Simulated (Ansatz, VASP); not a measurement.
## Rb in VASP and in Ansatz

File INCAR:

```
  PREC = Accurate
  ENCUT = 520
  EDIFF = 1E-6
  ISMEAR = 0
  SIGMA = 0.15
  LREAL = F
  LASPH = T
  NELM = 80
  ALGO = Fast
  ISIF = 2
  LWAVE = F
  LCHARG = T
  GGA = PE
  IVDW = 12
  LELF = T
  LVHAR = T
  NBANDS = 10
```

The input KPOINTS:

```
regular mesh
0
Gamma
  12 12 12
```

File POSCAR:

```
Rb
1.0
    0.0000000000      3.7763803451      3.6398846700
    3.7763803451      0.0000000000      3.6398846700
    3.7763803451      3.7763803451      0.0000000000
Rb
1
Direct
    0.0000000000      0.0000000000      0.0000000000
```

Input for Ansatz:

```yaml
crystal:
  lattice:
    - [0.0, 3.7763803451, 3.63988467]
    - [3.7763803451, 0.0, 3.63988467]
    - [3.7763803451, 3.7763803451, 0.0]
  atoms:
    - { symbol: Rb, position: [0.0, 0.0, 0.0] }
basis:
  ecutwfc: 420
kpoints:
  mp_grid: { grid: [12, 12, 12] }
hamiltonian:
  xc: pbe
  dispersion: d3bj
scf:
  occupations: { method: gaussian, width: 0.15 }
output:
  forces: true
  stress: true
  eigenvalues: true
```

Change from the starting cell: strain +0.0375 x Voigt [1, 1, 0, 0, 0, 0], atoms carried along.

Alike in both runs: task single point; functional PBE; dispersion D3(BJ); k mesh 12 × 12 × 12; occupations gaussian, width 0.15 eV; no spin polarisation.

|  | VASP | Ansatz |
| --- | --- | --- |
| version | VASP 6.6.1 | Ansatz 0.2.0 |
| potentials or method | VASP PAW PBE potentials, release 64 (Rb_sv), cutoff 520 eV | scalar-relativistic, plane waves, PAW |
| valence electrons in the cell | 9 | 9 |

|  | VASP | Ansatz | Ansatz less VASP |
| --- | --- | --- | --- |
| gap on the k mesh at the Fermi level (eV) | none | none | - |
| pressure (GPa) | -0.4 | -0.4 | +0.01 |

A gap of «none» marks a metal or a gap that the smearing closes.
